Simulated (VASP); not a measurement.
# KTaO3 in VASP: notebook, part 3 of 4

VASP 6.6.1. Earlier steps stand in the parts before.

### 4 Electric field gradients, PBE (equal xy, yz and zx shear strains of -2 %)

INCAR

```
SYSTEM = KTaO3
PREC = Accurate
ENCUT = 520
EDIFF = 1E-8
ISMEAR = -1
SIGMA = 0.01
LREAL = .False.
LASPH = .True.
NELM = 60
ALGO = Normal
ISIF = 2
LWAVE = .False.
LCHARG = .False.
GGA = PE
LEFG = .True.
NBANDS = 27
```

KPOINTS

```
Automatic mesh
0
Gamma
  5 5 5
  0 0 0
```

POSCAR

```
KTaO3
1.0
    3.9883000000     -0.0398830000     -0.0398830000
   -0.0398830000      3.9883000000     -0.0398830000
   -0.0398830000     -0.0398830000      3.9883000000
K Ta O
1 1 3
Direct
    0.5000000000      0.5000000000      0.5000000000
    0.0000000000      0.0000000000      0.0000000000
    0.5000000000      0.0000000000      0.0000000000
    0.0000000000      0.5000000000      0.0000000000
    0.0000000000      0.0000000000      0.5000000000
```

Potentials or basis: VASP PAW PBE potentials, release 64 (K_sv, Ta_pv, O).

Started as:

```bash
$ cat potpaw_PBE.64/K_sv/POTCAR potpaw_PBE.64/Ta_pv/POTCAR potpaw_PBE.64/O/POTCAR > POTCAR
$ mpirun -np 1 vasp_std > vasp.out
```

OUTCAR:

```text
SYSTEM = KTaO3
   PREC = Accurate
   ENCUT = 520
   EDIFF = 1E-8
   ISMEAR = -1
   LREAL = .False.
   LASPH = .True.
   NELM = 60
   ISIF = 2
   GGA = PE

 ion  position               nearest neighbor table
   1  0.500  0.500  0.500-   3 2.79   4 2.79   5 2.79   3 2.79   4 2.79   5 2.79   5 2.85   3 2.85
                             4 2.85   5 2.85   4 2.85   3 2.85   2 3.38   2 3.38   2 3.48   2 3.48
   2  0.000  0.000  0.000-   3 1.99   4 1.99   5 1.99   5 1.99   4 1.99   3 1.99   1 3.38   1 3.38
                             1 3.48   1 3.48   1 3.48   1 3.48   1 3.48   1 3.48
   3  0.500  0.000  0.000-   2 1.99   2 1.99   1 2.79   1 2.79   1 2.85   1 2.85
   4  0.000  0.500  0.000-   2 1.99   2 1.99   1 2.79   1 2.79   1 2.85   1 2.85
   5  0.000  0.000  0.500-   2 1.99   2 1.99   1 2.79   1 2.79   1 2.85   1 2.85

  LATTYP: Found a trigonal (rhomboedric) cell.
 ALAT       =     3.9886988101
 COS(alpha) =    -0.0198960208

  Lattice vectors:

 A1 = (   3.9883000000,  -0.0398830000,  -0.0398830000)
 A2 = (  -0.0398830000,   3.9883000000,  -0.0398830000)
 A3 = (  -0.0398830000,  -0.0398830000,   3.9883000000)

Analysis of symmetry for initial positions (statically):
=====================================================================
 Subroutine PRICEL returns:
 Original cell was already a primitive cell.

 Routine SETGRP: Setting up the symmetry group for a
 trigonal (rhombohedral) supercell.

 Subroutine GETGRP returns: Found 12 space group operations
 (whereof 12 operations were pure point group operations)
 out of a pool of 12 trial point group operations.

The static configuration has the point symmetry D_3d.

Analysis of symmetry for dynamics (positions and initial velocities):
=====================================================================
 Subroutine PRICEL returns:
 Original cell was already a primitive cell.

 Routine SETGRP: Setting up the symmetry group for a
 trigonal (rhombohedral) supercell.

 Subroutine GETGRP returns: Found 12 space group operations
 (whereof 12 operations were pure point group operations)
 out of a pool of 12 trial point group operations.

The dynamic configuration has the point symmetry D_3d.

 Subroutine INISYM returns: Found 12 space group operations
 (whereof 12 operations are pure point group operations),
 and found     1 'primitive' translations

----------------------------------------------------------------------------------------

                                     Primitive cell

  volume of cell :      63.4209

  direct lattice vectors                    reciprocal lattice vectors
     3.988300000 -0.039883000 -0.039883000     0.250784059  0.002533172  0.002533172
    -0.039883000  3.988300000 -0.039883000     0.002533172  0.250784059  0.002533172
    -0.039883000 -0.039883000  3.988300000     0.002533172  0.002533172  0.250784059

  length of vectors
     3.988698810  3.988698810  3.988698810     0.250809645  0.250809645  0.250809645

  position of ions in fractional coordinates (direct lattice)
     0.500000000  0.500000000  0.500000000
     0.000000000  0.000000000  0.000000000
     0.500000000  1.000000000  1.000000000
[... 91 lines left out ...]
   ISMEAR =    -1;   SIGMA  =   0.01  broadening in eV -4-tet -1-fermi 0-gaus
   EFERMI_NEDOS =   21; number of points for ismear=-14 and -15
   IALGO  =     38    algorithm
   IMIX   =      4    mixing-type and parameters
     AMIX     =   0.40;   BMIX     =  1.00
     AMIX_MAG =   1.60;   BMIX_MAG =  1.00
  volume/ion in A,a.u.               =      12.68        85.60
  Fermi-wavevector in a.u.,A,eV,Ry     =   1.380147  2.608099 25.916446  1.904805
  Thomas-Fermi vector in A             =   2.505051
   LORBIT       =      0    0 simple, 1 ext, 2 COOP (PROOUT), +10 PAW based schemes
   GGA     = PE    functional components
[... 5 lines left out ...]
 non-spin polarized calculation
  energy-cutoff  :      520.00
  volume of cell :       63.42
 maximum number of plane-waves:      1743
 NGX is ok and might be reduce to    30
   NGX = 15   NGY = 15   NGZ = 15

 number of electron      37.9999974 magnetization

 Free energy of the ion-electron system (eV)
  ---------------------------------------------------
  ext. energy  EPLUGINS =         0.00000000
  ---------------------------------------------------
  free energy    TOTEN  =       -41.00003554 eV

  energy without entropy =      -41.00003554  energy(sigma->0) =      -41.00003554

 E-fermi :   1.9443     XC(G=0): -10.8753

 val. band max:        1.7027885402   @ k =   0.4000   0.4000   0.4000
 cond. band min:       3.9106336491   @ k =   0.0000   0.0000   0.0000
 fundamental gap:      2.2078451090
 Fermi energy:         1.9442723741

 k-point     1 :       0.0000    0.0000    0.0000
  band No.  band energies     occupation
      1     -32.3439      2.00000
      2     -32.3155      2.00000
      3     -32.3155      2.00000
      4     -25.5192      2.00000
      5     -15.7459      2.00000
      6     -15.0360      2.00000
[... 559 lines left out ...]
     26      13.1115      0.00000
     27      13.5858      0.00000

------------------------ aborting loop because EDIFF is reached ----------------------------------------

  FORCE on cell =-STRESS in cart. coord.  units (eV):
  Direction    XX          YY          ZZ          XY          YZ          ZX
  --------------------------------------------------------------------------------------
  -------------------------------------------------------------------------------------
  Total        2.4293094      2.4293094      2.4293094      0.8000515      0.8000515      0.8000515
  in kB       61.3707088     61.3707088     61.3707088     20.2113931     20.2113931     20.2113931
  external PRESSURE =      61.3707088 kB  Pullay stress =       0.0000000 kB

 VOLUME and BASIS-vectors are now :
 -----------------------------------------------------------------------------
  energy-cutoff  :      520.00
  volume of cell :       63.42
      direct lattice vectors                 reciprocal lattice vectors
     3.988300000 -0.039883000 -0.039883000     0.250784059  0.002533172  0.002533172
    -0.039883000  3.988300000 -0.039883000     0.002533172  0.250784059  0.002533172
    -0.039883000 -0.039883000  3.988300000     0.002533172  0.002533172  0.250784059

 POSITION                                       TOTAL-FORCE (eV/Angst)
 -----------------------------------------------------------------------------------
      1.95427      1.95427      1.95427         0.000000     -0.000000     -0.000000
      0.00000      0.00000      0.00000        -0.000000      0.000000      0.000000
      1.99415     -0.01994     -0.01994        -0.000000      0.000000      0.000000
     -0.01994      1.99415     -0.01994        -0.000000      0.000000      0.000000
     -0.01994     -0.01994      1.99415        -0.000000      0.000000      0.000000
 -----------------------------------------------------------------------------------
    total drift:                                0.000000     -0.000000      0.000000

  FREE ENERGIE OF THE ION-ELECTRON SYSTEM (eV)
  ---------------------------------------------------
  free  energy   TOTEN  =       -41.0000355409 eV

  energy  without entropy=      -41.0000355409  energy(sigma->0) =      -41.00003554

 Electric field gradients (V/A^2)
---------------------------------------------------------------------
 ion       V_xx      V_yy      V_zz      V_xy      V_xz      V_yz
---------------------------------------------------------------------
   1       0.000    -0.000    -0.000    -1.429    -1.429    -1.429
   2      -0.000    -0.000    -0.000    22.862    22.862    22.862
   3      19.783    -9.892    -9.892    -2.601    -2.601     1.104
   4      -9.892    19.783    -9.892    -2.601     1.104    -2.601
   5      -9.892    -9.892    19.783     1.104    -2.601    -2.601
---------------------------------------------------------------------

 Electric field gradients after diagonalization (V/A^2)
 (convention: |V_zz| > |V_xx| > |V_yy|)
----------------------------------------------------------------------
 ion       V_xx      V_yy      V_zz     asymmetry (V_yy - V_xx)/ V_zz
----------------------------------------------------------------------
   1       1.429     1.429    -2.858       0.000
   2     -22.862   -22.862    45.725       0.000
   3     -10.995    -9.254    20.249       0.086
   4     -10.995    -9.254    20.249       0.086
   5     -10.995    -9.254    20.249       0.086
----------------------------------------------------------------------

           NMR quadrupolar parameters

 Cq : quadrupolar parameter    Cq=e*Q*V_zz/h
 eta: asymmetry parameters     (V_yy - V_xx)/ V_zz
 Q  : nuclear electric quadrupole moment in mb (millibarn)
----------------------------------------------------------------------
 ion       Cq(MHz)       eta       Q (mb)
----------------------------------------------------------------------
   1      -0.007       0.000       1.000
   2       0.111       0.000       1.000
   3       0.049       0.086       1.000
   4       0.049       0.086       1.000
   5       0.049       0.086       1.000
----------------------------------------------------------------------
```

stdout:

```text
POSCAR found type information on POSCAR K TaO
 POSCAR found :  3 types and       5 ions
 scaLAPACK will be used
 LDA part: xc-table for (Slater+PW92), standard interpolation
 POSCAR, INCAR and KPOINTS ok, starting setup
 FFT: planning ... GRIDC
 FFT: planning ... GRID_SOFT
 FFT: planning ... GRID
 WAVECAR not read
 entering main loop
ion   1

ion   2

ion   3
     0.0000293     0.7351893    -0.3150295     0.4612221     0.7351893    -0.7988601
     0.0000403     0.7351893    -0.3150295     0.4612221     0.7351893    -0.7988600
     0.0000555     0.7351893    -0.3150295     0.4612220     0.7351893    -0.7988600
     0.0000765     0.7351893    -0.3150295     0.4612220     0.7351893    -0.7988599

     0.0000293     2.3322385    -0.9701127     5.0320336     2.3322385    -8.7157378
     0.0000403     2.3322381    -0.9701125     5.0320324     2.3322381    -8.7157358
     0.0000555     2.3322374    -0.9701123     5.0320304     2.3322374    -8.7157324
     0.0000765     2.3322363    -0.9701118     5.0320271     2.3322363    -8.7157266

ion   4
     0.0000293     0.7351893     0.7351893     0.4612221    -0.3150295     0.7988601
     0.0000403     0.7351893     0.7351893     0.4612221    -0.3150295     0.7988600
     0.0000555     0.7351893     0.7351893     0.4612220    -0.3150295     0.7988600
     0.0000765     0.7351893     0.7351893     0.4612220    -0.3150295     0.7988599

     0.0000293     2.3322385     2.3322385     5.0320336    -0.9701127     8.7157378
     0.0000403     2.3322381     2.3322381     5.0320324    -0.9701125     8.7157358
     0.0000555     2.3322374     2.3322374     5.0320304    -0.9701123     8.7157324
     0.0000765     2.3322363     2.3322363     5.0320271    -0.9701118     8.7157266

ion   5
```

It took 29 s on 1 thread of Intel Xeon 6975P-C, shared host; peak memory 0.19 GiB.

What came out:

```
Free energy            : -41.0000 eV
Pressure               : 6.1 GPa
Band gap on the k mesh : 2.21 eV, indirect (least direct gap 2.64 eV)
```

Stress tensor (GPa, compression positive):
```
6.14 2.02 2.02
2.02 6.14 2.02
2.02 2.02 6.14
```

Electric field gradients, principal values (V/Å²):
```
atom    least   middle  greatest (by size)
 1 K    1.429    1.429              -2.858
2 Ta  -22.862  -22.862              45.725
 3 O   -9.254  -10.995              20.249
 4 O   -9.254  -10.995              20.249
 5 O   -9.254  -10.995              20.249
```

Caveat: the cell differs from its parent crystal (equal xy, yz and zx shear strains of -2 %); without QUAD_EFG the Cq values of the log hold for a quadrupole moment of 1 mb, not for the nuclei; spin-orbit coupling is left out, which moves the levels of the heavy elements. A k mesh can miss the band edges.

(Part 3 of 4 ends here.)
